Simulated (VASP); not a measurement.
Runs of VASP 6.6.1 on W. The structure is that of space group Im-3m (No. 229), or close to it. The cells are those of the table. 

```csv
task,spin,cell,k mesh,cutoff (eV),gap on the mesh (eV),pressure (GPa)
single point,"non-collinear, zero start, SOC","a = 2.732 Å, angles 109.5°, 1 atom",14 × 14 × 14,520,-,(a)
single point,off,"a = 2.732 Å, angles 109.5°, 1 atom",14 × 14 × 14,520,none,(b)
single point,off,"a = 2.618 Å, angles 109.5°, 1 atom",23 × 23 × 23,520,none,55.0
single point,off,"a = 2.768 Å, angles 109.5°, 1 atom",23 × 23 × 23,520,none,-11.3
single point,off,"a = 2.695 Å, angles 109.5°, 1 atom",23 × 23 × 23,520,none,15.0
single point,off,"a = 2.803 Å, angles 109.5°, 1 atom",23 × 23 × 23,520,none,-20.9
single point,off,"a = 2.657 Å, angles 109.5°, 1 atom",23 × 23 × 23,520,none,33.0
relaxation of cell and atoms,off,"relaxed from a = 2.741 Å, angles 109.5°, 1 atom",14 × 14 × 14,600,none,0.0
single point,off,"a = 2.732 Å, angles 109.5°, 1 atom",23 × 23 × 23,520,none,0.5
single point,off,"a = 2.837 Å, angles 109.5°, 1 atom",23 × 23 × 23,520,none,-28.7
```

Alike in all rows: level PBEsol; potentials or basis VASP PAW PBE potentials, release 64 (W_sv); smearing fermi-dirac 0.1 eV.

Problem. Fill in the values left out.

Solution. (a) 1.5; (b) 0.7.

Caveats: the PAW data sets were made with another functional, which shifts forces and pressure a little; spin-orbit coupling is left out, which moves the levels of the heavy elements (at least some runs); the cell stands under pressure (at least some runs); the cell stands under tension (at least some runs).

A k mesh can miss the band edges, and rows without SOC leave out spin-orbit coupling on W.

A gap of «none» marks levels without a gap at the run's occupations.
